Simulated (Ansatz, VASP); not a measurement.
**Yb in VASP and in Ansatz**

The input INCAR:

```
PREC = Accurate ; ENCUT = 520
EDIFF = 1E-6 ; ISMEAR = -1
SIGMA = 0.1 ; LREAL = F
LASPH = T ; NELM = 60
ALGO = Normal ; ISIF = 2
LWAVE = F ; LCHARG = T
GGA = PE ; LELF = T
LVHAR = T ; NBANDS = 31
```

The input KPOINTS:

```
Automatic mesh
0
Gamma
  16 16 9
```

File POSCAR:

```
Yb
1.0
    3.8257283838      0.0000000000      0.0000000000
   -1.9128641919      3.3131779684      0.0000000000
    0.0000000000      0.0000000000      6.2792557281
Yb
2
Direct
    0.3333333333      0.6666666667      0.2500000000
    0.6666666667      0.3333333333      0.7500000000
```

Input for Ansatz:

```yaml
crystal:
  lattice:
    - [3.8257283838, 0.0, 0.0]
    - [-1.9128641919, 3.3131779684, 0.0]
    - [0.0, 0.0, 6.2792557281]
  atoms:
    - { symbol: Yb, position: [0.3333333333, 0.6666666667, 0.25] }
    - { symbol: Yb, position: [0.6666666667, 0.3333333333, 0.75] }
hamiltonian:
  xc: pbe
  pseudopotentials:
    kind: paw
    azcp:
      Yb: "pseudopotentials/Yb.paw.azcp"
basis:
  ecutwfc: 420
  fft_grid_basis: typed
kpoints:
  mp_grid: { grid: [16, 16, 9], shift: [0, 0, 0] }
magnetization:
  spin_polarized: false
scf:
  occupations: { method: fermi_dirac, width: 0.1 }
output:
  stress: true
```

Alike in both runs: task single point; functional PBE; k mesh 16 × 16 × 9; occupations fermi-dirac, width 0.1 eV; no spin polarisation.

|  | VASP | Ansatz |
| --- | --- | --- |
| version | VASP 6.6.1 | Ansatz 0.2.0 |
| potentials or method | VASP PAW PBE potentials, release 64 (Yb), cutoff 520 eV | plane waves (420 eV) with PAW, scalar-relativistic |
| valence electrons in the cell | 48 | 48 |

VASP gave:

```
pressure (GPa) : -1.4
```

Q: Which values does Ansatz return?

A: Pressure (GPa): -1.7.

Spin-orbit coupling is off throughout.
